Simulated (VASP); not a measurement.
# Ir in VASP: single point with PBEsol

Aim: the single point of Ir with PBEsol.

Program: VASP 6.6.1. These are calculated values, not measurements. Logs are shortened: lines on timing, memory, paths and dates and some standing lists are left out, and cuts for length are marked.

## 1. The cell of the first run

The cell holds a slab with vacuum, 5 atoms: a = 2.708 Å, b = 2.708 Å, c = 22.660 Å, α = 90.00°, β = 90.00°, γ = 90.00°.

## 2. Single point, PBEsol

File INCAR:

```
PREC     = Accurate       # precision mode
ENCUT    = 520            # plane-wave cutoff, eV
EDIFF    = 1E-6           # SCF threshold, eV
ISMEAR   = 0              # smearing method
SIGMA    = 0.1            # smearing width, eV
LREAL    = False          # projectors in reciprocal space
LASPH    = True           # aspherical terms in the spheres
NELM     = 60             # most SCF steps
ALGO     = Normal         # electronic algorithm
ISIF     = 2              # what is computed and relaxed
LWAVE    = False          # write WAVECAR
LCHARG   = False          # write CHGCAR
LDIPOL   = True         
IDIPOL   = 3            
DIPOL    = 0.5 0.5 0.500
GGA      = PS             # functional
NBANDS   = 30             # bands
```

File KPOINTS:

```
regular mesh
0
Gamma
  13 13 1
```

File POSCAR:

```
Ir
1.0
    2.7083818992      0.0000000000      0.0000000000
    0.0000000000      2.7083818992      0.0000000000
    0.0000000000      0.0000000000     22.6604608278
Ir
5
Direct
    0.5000000000      0.5000000000      0.3309729690
    0.0000000000      0.0000000000      0.4154864845
    0.5000000000      0.5000000000      0.5000000000
    0.0000000000      0.0000000000      0.5845135155
    0.5000000000      0.5000000000      0.6690270310
```

Potentials or basis: VASP PAW PBE potentials, release 64 (Ir).

On the command line:

```sh
$ cat potpaw_PBE.64/Ir/POTCAR > POTCAR
$ mpirun -np 1 vasp_std > vasp.out
```

OUTCAR:

```text
PREC = Accurate
   ENCUT = 520
   EDIFF = 1E-6
   ISMEAR = 0
   LREAL = False
   LASPH = True
   NELM = 60
   ISIF = 2
   GGA = PS

 ion  position               nearest neighbor table
   1  0.500  0.500  0.331-   2 2.71   2 2.71   2 2.71   2 2.71
   2  0.000  0.000  0.415-   1 2.71   3 2.71   1 2.71   3 2.71   1 2.71   3 2.71   1 2.71   3 2.71

   3  0.500  0.500  0.500-   2 2.71   4 2.71   2 2.71   4 2.71   2 2.71   4 2.71   2 2.71   4 2.71

   4  0.000  0.000  0.585-   3 2.71   5 2.71   3 2.71   5 2.71   3 2.71   5 2.71   3 2.71   5 2.71

   5  0.500  0.500  0.669-   4 2.71   4 2.71   4 2.71   4 2.71

  LATTYP: Found a simple tetragonal cell.
 ALAT       =     2.7083818992
 C/A-ratio  =     8.3667893492

  Lattice vectors:

 A1 = (   2.7083818992,   0.0000000000,   0.0000000000)
 A2 = (   0.0000000000,   2.7083818992,   0.0000000000)
 A3 = (   0.0000000000,   0.0000000000,  22.6604608278)

Analysis of symmetry for initial positions (statically):
=====================================================================
 Subroutine PRICEL returns:
 Original cell was already a primitive cell.

 Routine SETGRP: Setting up the symmetry group for a
 simple tetragonal supercell.

 Subroutine GETGRP returns: Found 16 space group operations
 (whereof 16 operations were pure point group operations)
 out of a pool of 16 trial point group operations.

The static configuration has the point symmetry D_4h.

Analysis of symmetry for dynamics (positions and initial velocities):
=====================================================================
 Subroutine PRICEL returns:
 Original cell was already a primitive cell.

 Routine SETGRP: Setting up the symmetry group for a
 simple tetragonal supercell.

 Subroutine GETGRP returns: Found 16 space group operations
 (whereof 16 operations were pure point group operations)
 out of a pool of 16 trial point group operations.

The dynamic configuration has the point symmetry D_4h.

 Subroutine INISYM returns: Found 16 space group operations
 (whereof 16 operations are pure point group operations),
 and found     1 'primitive' translations

----------------------------------------------------------------------------------------

                                     Primitive cell

  volume of cell :     166.2220

  direct lattice vectors                    reciprocal lattice vectors
     2.708381899  0.000000000  0.000000000     0.369224148  0.000000000  0.000000000
     0.000000000  2.708381899  0.000000000     0.000000000  0.369224148  0.000000000
[... 99 lines left out ...]
   POTIM  = 0.5000    time-step for ionic-motion
   TEBEG  =    0.0;   TEEND  =   0.0 temperature during run
   PSTRESS=    0.0 pullay stress
   NELECT =      45.0000    total number of electrons
   NUPDOWN=      -1.0000    fix difference up-down
   EMIN   =  10.00;   EMAX   =-10.00  energy-range for DOS
   EFERMI =   0.00;   METHOD = LEGACY
   ISMEAR =     0;   SIGMA  =   0.10  broadening in eV -4-tet -1-fermi 0-gaus
   EFERMI_NEDOS =   21; number of points for ismear=-14 and -15
   IALGO  =     38    algorithm
   IMIX   =      4    mixing-type and parameters
     AMIX     =   0.40;   BMIX     =  1.00
     AMIX_MAG =   1.60;   BMIX_MAG =  1.00
  volume/ion in A,a.u.               =      33.24       224.34
  Fermi-wavevector in a.u.,A,eV,Ry     =   1.059049  2.001313 15.260094  1.121585
  Thomas-Fermi vector in A             =   2.194381
   LORBIT       =      0    0 simple, 1 ext, 2 COOP (PROOUT), +10 PAW based schemes
   GGA     = PS    functional components
   LHFCALC =     F    Hartree Fock is set to
   AEXX    =    0.0000 exact exchange contribution
   IVDW    =     0    specifies the selected vdW correction
   LEPSILON=     F    determine dielectric tensor
   LRPA    =     F    only Hartree local field effects (RPA)
 non-spin polarized calculation
 Gauss-broadening in eV      SIGMA  =   0.10
  energy-cutoff  :      520.00
  volume of cell :      166.22
 maximum number of plane-waves:      4511
   NGX = 11   NGY = 11   NGZ = 85

 number of electron      44.9999994 magnetization

 dipolmoment           0.000000      0.000000     -0.000000 electrons x Angstroem

 Free energy of the ion-electron system (eV)
  ---------------------------------------------------
  ext. energy  EPLUGINS =         0.00000000
  ---------------------------------------------------
  free energy    TOTEN  =       -45.97615038 eV

  energy without entropy =      -45.94968420  energy(sigma->0) =      -45.96291729

 E-fermi :   1.0548     XC(G=0):  -6.9341

 val. band max:        1.0238134053   @ k =   0.1538   0.0769   0.0000
 cond. band min:       1.0718014376   @ k =   0.4615   0.3846   0.0000
 fundamental gap:      0.0479880323
 Fermi energy:         1.0548178445

 k-point     1 :       0.0000    0.0000    0.0000
  band No.  band energies     occupation
      1      -9.6354      2.00000
      2      -8.1538      2.00000
      3      -6.8506      2.00000
      4      -6.1498      2.00000
      5      -6.1089      2.00000
      6      -5.8792      2.00000
[... 781 lines left out ...]
     29       6.2919      0.00000
     30       7.5536      0.00000

 [... further k-points ...]

------------------------ aborting loop because EDIFF is reached ----------------------------------------

 vacuum level on the upper side and lower side of the slab       (xc-potential included)        -0.303        -0.303

  FORCE on cell =-STRESS in cart. coord.  units (eV):
  Direction    XX          YY          ZZ          XY          YZ          ZX
  --------------------------------------------------------------------------------------
  -------------------------------------------------------------------------------------
  Total       -5.5203732     -5.5203732     -3.6917371      0.0000000      0.0000000      0.0000000
  in kB      -53.2096590    -53.2096590    -35.5838389      0.0000000      0.0000000      0.0000000
  external PRESSURE =     -47.3343857 kB  Pullay stress =       0.0000000 kB

 VOLUME and BASIS-vectors are now :
 -----------------------------------------------------------------------------
  energy-cutoff  :      520.00
  volume of cell :      166.22
      direct lattice vectors                 reciprocal lattice vectors
     2.708381899  0.000000000  0.000000000     0.369224148  0.000000000  0.000000000
     0.000000000  2.708381899  0.000000000     0.000000000  0.369224148  0.000000000
     0.000000000  0.000000000 22.660460828     0.000000000  0.000000000  0.044129729

 POSITION                                       TOTAL-FORCE (eV/Angst)
 -----------------------------------------------------------------------------------
      1.35419      1.35419      7.50000         0.000000     -0.000000      1.089507
      0.00000      0.00000      9.41512         0.000000      0.000000     -1.224579
      1.35419      1.35419     11.33023         0.000000     -0.000000      0.000000
      0.00000      0.00000     13.24535         0.000000      0.000000      1.224579
      1.35419      1.35419     15.16046         0.000000     -0.000000     -1.089507
 -----------------------------------------------------------------------------------
    total drift:                               -0.000000      0.000000      0.000000

  FREE ENERGIE OF THE ION-ELECTRON SYSTEM (eV)
  ---------------------------------------------------
  free  energy   TOTEN  =       -45.9761503808 eV

  energy  without entropy=      -45.9496842016  energy(sigma->0) =      -45.96291729

 vacuum level on the upper side and lower side of the slab         6.392         6.392
```

stdout:

```text
POSCAR found type information on POSCAR Ir
 POSCAR found :  1 types and       5 ions
 scaLAPACK will be used
 -----------------------------------------------------------------------------
|                                                                             |
|                                                                             |
|     You enforced a specific xc type in the INCAR file but a different       |
|     I HOPE YOU KNOW WHAT YOU ARE DOING!                                     |
|                                                                             |
 -----------------------------------------------------------------------------

 LDA part: xc-table for (Slater+PW92), standard interpolation
 POSCAR, INCAR and KPOINTS ok, starting setup
 FFT: planning ... GRIDC
 FFT: planning ... GRID_SOFT
 FFT: planning ... GRID
 WAVECAR not read
 entering main loop
```

Wall time 4.3 min (1 thread of Intel Xeon Platinum 8259CL at 2.50GHz (Skylake/Cascade Lake), shared host); peak memory 0.3 GiB.

What came out:

* Free energy: -45.9762 eV
* Largest force: 1.225 eV/Å

Forces on the atoms (eV/Å):
```
Ir   0.000  0.000  1.090
Ir   0.000  0.000 -1.225
Ir   0.000  0.000  0.000
Ir   0.000  0.000  1.225
Ir   0.000  0.000 -1.090
```

Levels at points of the mesh, in eV from the Fermi level:
| k point | band 20 | band 21 | band 22 | band 23 | band 24 | band 25 |
| --- | --- | --- | --- | --- | --- | --- |
| (0.00, 0.00, 0.00) | -1.18 | -1.00 | -0.45 | 0.24 | 0.28 | 0.28 |

Caveat: the PAW data sets were made with another functional, which shifts forces and pressure a little; spin-orbit coupling is left out, which moves the levels of the heavy elements.
